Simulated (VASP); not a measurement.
CsVBr3, 10 atoms in the cell. It takes space group P6_3/mmc (No. 194, hexagonal). Conventional cell: a = 7.570 Å, b = 7.570 Å, c = 6.320 Å, α = 90.00°, β = 90.00°, γ = 120.00°. Cs (site symmetry -6m2) has 12 Br at 3.79 to 3.89 Å and 6 V at 4.65 Å within 5.0 Å. Within 3.5 Å of V (site symmetry -3m) lie 6 Br at 2.63 Å and 2 V at 3.16 Å. Br (site symmetry mm2) has 2 V at 2.63 Å and 8 Br at 3.63 to 3.94 Å and 4 Cs at 3.79 to 3.89 Å within 4.0 Å. 

- Program: VASP 6.6.1
- Task: single point
- Functional: LDA
- Potentials or basis: VASP PAW LDA potentials, release 64 (Cs_sv, V_sv, Br)
- Cutoff: 520 eV
- k mesh: 3 × 3 × 3
- Occupations: gaussian, width 0.05 eV
- Spin: collinear spin, antiferromagnetic start
- Starting moments: [0.0, 0.0, 3.0, -3.0, 0.0, 0.0, 0.0, 0.0, 0.0, 0.0] μB
- Hubbard terms: V d U = 4.0 eV
- Dipole correction: no
- Further INCAR settings: ALGO = Normal; EDIFF = 1e-07; NBANDS = 58

Potentials or basis: VASP PAW LDA potentials, release 64 (Cs_sv, V_sv, Br).

Run with:

```sh
$ cat potpaw_LDA.64/Cs_sv/POTCAR potpaw_LDA.64/V_sv/POTCAR potpaw_LDA.64/Br/POTCAR > POTCAR
$ mpirun -np 1 vasp_std > vasp.out
```

Hardware: 1 thread of Intel(R) Xeon(R) Platinum 8259CL CPU @ 2.50GHz (Skylake/Cascade Lake), on a shared host.

Q: Estimate the wall time of this run.

A: Run time: 6.9 min on 1 thread of Intel(R) Xeon(R) Platinum 8259CL CPU @ 2.50GHz (Skylake/Cascade Lake) (shared host), peak memory 0.43 GiB. Counts: scf iterations 17, k points 6.
